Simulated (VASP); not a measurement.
# Ca in VASP: a series of runs

Ca is run at these levels: PBE; tasks: single point.

Everything below comes from runs of VASP 6.6.1. Logs are shortened: lines on timing, memory, paths and dates and some standing lists are left out, and cuts for length are marked.

### 1 The cell of the first run

The structure is cubic, space group Fm-3m (No. 225). Conventional cell: a = 6.035 Å, b = 6.035 Å, c = 6.035 Å, α = 90.00°, β = 90.00°, γ = 90.00°. Within 5.6 Å of Ca (site symmetry m-3m) lie 12 Ca at 4.27 Å.

### 2 Single point, PBE (strain +0.080 along x and y, +0.080 along z)

The input, INCAR:

```
  ALGO = Normal
  EDIFF = 1E-7
  ENCUT = 520
  GGA = PE
  ISIF = 2
  ISMEAR = 0
  LASPH = True
  LCHARG = True
  LELF = True
  LREAL = False
  LVHAR = True
  LWAVE = False
  NBANDS = 11
  NELM = 100
  PREC = Accurate
  SIGMA = 0.15
```

The input, KPOINTS:

```
k-points
0
Gamma
  14 14 14
```

The input, POSCAR:

```
Ca
1.0
    0.0000000000      3.0177360000      3.0177360000
    3.0177360000      0.0000000000      3.0177360000
    3.0177360000      3.0177360000      0.0000000000
Ca
1
Direct
    0.0000000000      0.0000000000      0.0000000000
```

Potentials or basis: VASP PAW PBE potentials, release 64 (Ca_sv).

Launch:

```
$ cat potpaw_PBE.64/Ca_sv/POTCAR > POTCAR
$ mpirun -np 1 vasp_std > vasp.out
```

OUTCAR:

```text
EDIFF = 1E-7
   ENCUT = 520
   GGA = PE
   ISIF = 2
   ISMEAR = 0
   LASPH = True
   LREAL = False
   NELM = 100
   PREC = Accurate

 ion  position               nearest neighbor table
   1  0.000  0.000  0.000-

  LATTYP: Found a face centered cubic cell.
 ALAT       =     6.0354720000

  Lattice vectors:

 A1 = (   0.0000000000,   3.0177360000,   3.0177360000)
 A2 = (   3.0177360000,   0.0000000000,   3.0177360000)
 A3 = (   3.0177360000,   3.0177360000,   0.0000000000)

Analysis of symmetry for initial positions (statically):
=====================================================================
 Subroutine PRICEL returns:
 Original cell was already a primitive cell.

 Routine SETGRP: Setting up the symmetry group for a
 face centered cubic supercell.

 Subroutine GETGRP returns: Found 48 space group operations
 (whereof 48 operations were pure point group operations)
 out of a pool of 48 trial point group operations.

The static configuration has the point symmetry O_h .

Analysis of symmetry for dynamics (positions and initial velocities):
=====================================================================
 Subroutine PRICEL returns:
 Original cell was already a primitive cell.

 Routine SETGRP: Setting up the symmetry group for a
 face centered cubic supercell.

 Subroutine GETGRP returns: Found 48 space group operations
 (whereof 48 operations were pure point group operations)
 out of a pool of 48 trial point group operations.

The dynamic configuration has the point symmetry O_h .

 Subroutine INISYM returns: Found 48 space group operations
 (whereof 48 operations are pure point group operations),
 and found     1 'primitive' translations

----------------------------------------------------------------------------------------

                                     Primitive cell

  volume of cell :      54.9634

  direct lattice vectors                    reciprocal lattice vectors
     0.000000000  3.017736000  3.017736000    -0.165687124  0.165687124  0.165687124
     3.017736000  0.000000000  3.017736000     0.165687124 -0.165687124  0.165687124
     3.017736000  3.017736000  0.000000000     0.165687124  0.165687124 -0.165687124

  length of vectors
     4.267723179  4.267723179  4.267723179     0.286978518  0.286978518  0.286978518

  position of ions in fractional coordinates (direct lattice)
     0.000000000  0.000000000  0.000000000

  ion indices of the primitive-cell ions
   primitive index   ion index
                 1           1

----------------------------------------------------------------------------------------

 KPOINTS: k-points

Automatic generation of k-mesh.
 Grid dimensions read from file:
 generate k-points for:   14   14   14

 Generating k-lattice:

  Cartesian coordinates                     Fractional coordinates (reciprocal lattice)
    -0.011834795  0.011834795  0.011834795     0.071428571  0.000000000  0.000000000
     0.011834795 -0.011834795  0.011834795     0.000000000  0.071428571  0.000000000
     0.011834795  0.011834795 -0.011834795     0.000000000  0.000000000  0.071428571

  Length of vectors
     0.020498466  0.020498466  0.020498466

  Shift w.r.t. Gamma in fractional coordinates (k-lattice)
     0.000000000  0.000000000  0.000000000

 Subroutine IBZKPT returns following result:
 ===========================================

 Found    104 irreducible k-points:

 Following reciprocal coordinates:
            Coordinates               Weight
  0.000000  0.000000  0.000000      1.000000
  0.071429  0.000000  0.000000      8.000000
  0.142857  0.000000  0.000000      8.000000
  0.214286  0.000000  0.000000      8.000000
  0.285714  0.000000  0.000000      8.000000
  0.357143  0.000000  0.000000      8.000000
[... 16 lines left out ...]
  0.214286  0.142857  0.000000     24.000000
  0.285714  0.142857  0.000000     24.000000
 [... further k-points ...]
   k-points           NKPTS =    104   k-points in BZ     NKDIM =    104   number of bands    NBANDS=     11
   number of dos      NEDOS =    301   number of ions     NIONS =      1
   total plane-waves  NPLWV =  32768
   dimension x,y,z NGX =    32 NGY =   32 NGZ =   32
   dimension x,y,z NGXF=    64 NGYF=   64 NGZF=   64
   ions per type =               1
   NGX,Y,Z   is equivalent  to a cutoff of  12.47, 12.47, 12.47 a.u.
   NGXF,Y,Z  is equivalent  to a cutoff of  24.93, 24.93, 24.93 a.u.
 SYSTEM =  unknown system
   PREC   = accura    normal or accurate (medium, high low for compatibility)
   ISTART =      0    job   : 0-new  1-cont  2-samecut
   ICHARG =      2    charge: 1-file 2-atom 10-const
   ISPIN  =      1    spin polarized calculation?
   LNONCOLLINEAR =      F non collinear calculations
   LSORBIT =      F    spin-orbit coupling
   LASPH  =      T    aspherical Exc in radial PAW
   ENCUT  =  520.0 eV  38.22 Ry    6.18 a.u.   7.94  7.94  7.94*2*pi/ulx,y,z
   NELM   =    100;   NELMIN=  2; NELMDL= -5     # of ELM steps
   EDIFF  = 0.1E-06   stopping-criterion for ELM
   LREAL  =      F    real-space projection
   EDIFFG = 0.1E-05   stopping-criterion for IOM
   NSW    =      0    number of steps for IOM
   IBRION =     -1    ionic relax: 0-MD 1-quasi-New 2-CG
   NFREE  =      0    steps in history (QN), initial steepest desc. (CG)
   ISIF   =      2    stress and relaxation
   ISYM   =      2    0-nonsym 1-usesym 2-fastsym
   POTIM  = 0.5000    time-step for ionic-motion
   TEBEG  =    0.0;   TEEND  =   0.0 temperature during run
   PSTRESS=    0.0 pullay stress
   NELECT =      10.0000    total number of electrons
   NUPDOWN=      -1.0000    fix difference up-down
   EMIN   =  10.00;   EMAX   =-10.00  energy-range for DOS
   EFERMI =   0.00;   METHOD = LEGACY
   ISMEAR =     0;   SIGMA  =   0.15  broadening in eV -4-tet -1-fermi 0-gaus
   EFERMI_NEDOS =   21; number of points for ismear=-14 and -15
   IALGO  =     38    algorithm
   IMIX   =      4    mixing-type and parameters
     AMIX     =   0.40;   BMIX     =  1.00
     AMIX_MAG =   1.60;   BMIX_MAG =  1.00
  volume/ion in A,a.u.               =      54.96       370.91
  Fermi-wavevector in a.u.,A,eV,Ry     =   0.927649  1.753002 11.708253  0.860532
  Thomas-Fermi vector in A             =   2.053741
   LORBIT       =      0    0 simple, 1 ext, 2 COOP (PROOUT), +10 PAW based schemes
   GGA     = PE    functional components
   LHFCALC =     F    Hartree Fock is set to
   AEXX    =    0.0000 exact exchange contribution
   IVDW    =     0    specifies the selected vdW correction
   LEPSILON=     F    determine dielectric tensor
   LRPA    =     F    only Hartree local field effects (RPA)
 non-spin polarized calculation
 Gauss-broadening in eV      SIGMA  =   0.15
  energy-cutoff  :      520.00
  volume of cell :       54.96
 maximum number of plane-waves:      1492
   NGX = 15   NGY = 15   NGZ = 15

 number of electron      10.0000001 magnetization

 Free energy of the ion-electron system (eV)
  ---------------------------------------------------
  ext. energy  EPLUGINS =         0.00000000
  ---------------------------------------------------
  free energy    TOTEN  =        -1.79863698 eV

  energy without entropy =       -1.78384822  energy(sigma->0) =       -1.79124260

 E-fermi :   1.0251     XC(G=0):  -6.9628

 val. band max:        0.9869561282   @ k =  -0.4286   0.0714   0.0000
 cond. band min:       1.0479101941   @ k =   0.5000   0.1429   0.0000
 fundamental gap:      0.0609540659
 Fermi energy:         1.0251069652

 k-point     1 :       0.0000    0.0000    0.0000
  band No.  band energies     occupation
      1     -41.6195      2.00000
      2     -22.5513      2.00000
      3     -22.5513      2.00000
      4     -22.5513      2.00000
      5      -2.5307      2.00000
      6       2.9863      0.00000
      7       2.9863      0.00000
      8       2.9863      0.00000
      9       3.7587      0.00000
     10       3.7587      0.00000
     11       9.0618      0.00000

 k-point     2 :       0.0714    0.0000    0.0000
  band No.  band energies     occupation
      1     -41.6193      2.00000
      2     -22.5537      2.00000
      3     -22.5516      2.00000
      4     -22.5516      2.00000
      5      -2.4602      2.00000
      6       2.9176      0.00000
      7       3.0110      0.00000
      8       3.0110      0.00000
      9       3.7392      0.00000
     10       3.7392      0.00000
     11       9.0857      0.00000

 k-point     3 :       0.1429    0.0000    0.0000
  band No.  band energies     occupation
      1     -41.6188      2.00000
      2     -22.5606      2.00000
      3     -22.5527      2.00000
      4     -22.5527      2.00000
      5      -2.2509      2.00000
      6       2.7264      0.00000
      7       3.0675      0.00000
      8       3.0675      0.00000
      9       3.7046      0.00000
     10       3.7046      0.00000
     11       8.3873      0.00000

 k-point     4 :       0.2143    0.0000    0.0000
  band No.  band energies     occupation
      1     -41.6181      2.00000
      2     -22.5705      2.00000
      3     -22.5541      2.00000
      4     -22.5541      2.00000
      5      -1.9103      2.00000
      6       2.4423      0.00000
      7       3.0995      0.00000
      8       3.0995      0.00000
      9       3.7239      0.00000
     10       3.7239      0.00000
     11       7.2963      0.00000
[... 239 lines left out ...]
 k-point    22 :       0.1429    0.1429    0.0000
  band No.  band energies     occupation
      1     -41.6186      2.00000
      2     -22.5603      2.00000
      3     -22.5548      2.00000
      4     -22.5548      2.00000
      5      -2.1582      2.00000
      6       2.6780      0.00000
      7       3.1182      0.00000
      8       3.1182      0.00000
      9       3.4521      0.00000
     10       3.8443      0.00000
     11       9.2547      0.00000

 k-point    23 :       0.2143    0.1429    0.0000
  band No.  band energies     occupation
      1     -41.6181      2.00000
      2     -22.5668      2.00000
      3     -22.5566      2.00000
      4     -22.5562      2.00000
      5      -1.9082      2.00000
      6       2.5039      0.00000
      7       3.1320      0.00000
      8       3.1845      0.00000
      9       3.3785      0.00000
     10       3.8887      0.00000
     11       8.1607      0.00000

 k-point    24 :       0.2857    0.1429    0.0000
  band No.  band energies     occupation
      1     -41.6174      2.00000
      2     -22.5757      2.00000
      3     -22.5584      2.00000
      4     -22.5578      2.00000
      5      -1.5328      2.00000
      6       2.2616      0.00000
      7       2.9765      0.00000
      8       3.2114      0.00000
      9       3.5290      0.00000
     10       3.9759      0.00000
     11       7.0380      0.00000

 [... further k-points ...]

------------------------ aborting loop because EDIFF is reached ----------------------------------------

  FORCE on cell =-STRESS in cart. coord.  units (eV):
  Direction    XX          YY          ZZ          XY          YZ          ZX
  --------------------------------------------------------------------------------------
  -------------------------------------------------------------------------------------
  Total       -0.9938076     -0.9938076     -0.9938076      0.0000000      0.0000000     -0.0000000
  in kB      -28.9693769    -28.9693769    -28.9693769      0.0000000      0.0000000     -0.0000000
  external PRESSURE =     -28.9693769 kB  Pullay stress =       0.0000000 kB

 VOLUME and BASIS-vectors are now :
 -----------------------------------------------------------------------------
  energy-cutoff  :      520.00
  volume of cell :       54.96
      direct lattice vectors                 reciprocal lattice vectors
     0.000000000  3.017736000  3.017736000    -0.165687124  0.165687124  0.165687124
     3.017736000  0.000000000  3.017736000     0.165687124 -0.165687124  0.165687124
     3.017736000  3.017736000  0.000000000     0.165687124  0.165687124 -0.165687124

 POSITION                                       TOTAL-FORCE (eV/Angst)
 -----------------------------------------------------------------------------------
      0.00000      0.00000      0.00000        -0.000000      0.000000     -0.000000
 -----------------------------------------------------------------------------------
    total drift:                                0.000000      0.000000      0.000000

  FREE ENERGIE OF THE ION-ELECTRON SYSTEM (eV)
  ---------------------------------------------------
  free  energy   TOTEN  =        -1.7986369793 eV

  energy  without entropy=       -1.7838482165  energy(sigma->0) =       -1.79124260
```

It took 24 s on 1 thread of Intel Xeon Platinum 8559C (Emerald Rapids), shared host; peak memory 0.2 GiB.

What came out:

* Free energy: -1.7986 eV
* Pressure: -2.9 GPa
* Band gap on the k mesh: zero (bands 5 and 6 overlap by 0.54 eV)

Caveat: the cell differs from its parent crystal (strain +0.080 along x and y, +0.080 along z).

### 3 Single point, PBE (strain -0.080 along x and y, -0.040 along z)

Edit INCAR of step 2 so:

```diff
@@ -1,3 +1,3 @@
   ALGO = Normal
-  EDIFF = 1E-7
+  EDIFF = 1E-6
   ENCUT = 520
@@ -13,3 +13,3 @@
   NBANDS = 11
-  NELM = 100
+  NELM = 80
   PREC = Accurate
```

KPOINTS is that of step 2.

The input, POSCAR:

```
Ca
1.0
    0.0000000000      2.5706640000      2.6824320000
    2.5706640000      0.0000000000      2.6824320000
    2.5706640000      2.5706640000      0.0000000000
Ca
1
Direct
    0.0000000000      0.0000000000      0.0000000000
```

Potentials or basis: VASP PAW PBE potentials, release 64 (Ca_sv).

Launch:

```
$ cat potpaw_PBE.64/Ca_sv/POTCAR > POTCAR
$ mpirun -np 1 vasp_std > vasp.out
```

It took 40 s on 1 thread of Intel Xeon Platinum 8559C (Emerald Rapids), shared host; peak memory 0.22 GiB.

Results (log left out):

```
Free energy            : -1.8603 eV
Pressure               : 4.0 GPa
Band gap on the k mesh : zero (bands 5 and 6 overlap by 0.09 eV)
```

Stress tensor (GPa, compression positive):
```
4.11 0.00 0.00
0.00 4.11 0.00
0.00 0.00 3.69
```

Levels at points of the mesh, in eV from the Fermi level:
```
           k point  band 2  band 3  band 4  band 5  band 6  band 7  band 8  band 9
(0.00, 0.00, 0.00)  -22.52  -22.51  -22.51   -4.34    2.41    2.63    2.63    3.69
(0.50, 0.00, 0.00)  -22.78  -22.56  -22.54   -1.07    0.01    2.27    2.55    4.65
(0.50, 0.50, 0.00)  -22.76  -22.59  -22.59   -0.74    0.52    1.03    4.72    4.93
(0.50, 0.00, 0.50)  -22.76  -22.63  -22.61   -0.63    0.42    1.51    4.68    4.83
```

Caveat: the cell differs from its parent crystal (strain -0.080 along x and y, -0.040 along z); the cell stands under pressure.

(Continued in part 2 of 2.)

The gap in the log of VASP goes by the Fermi energy; the results here count the filled bands.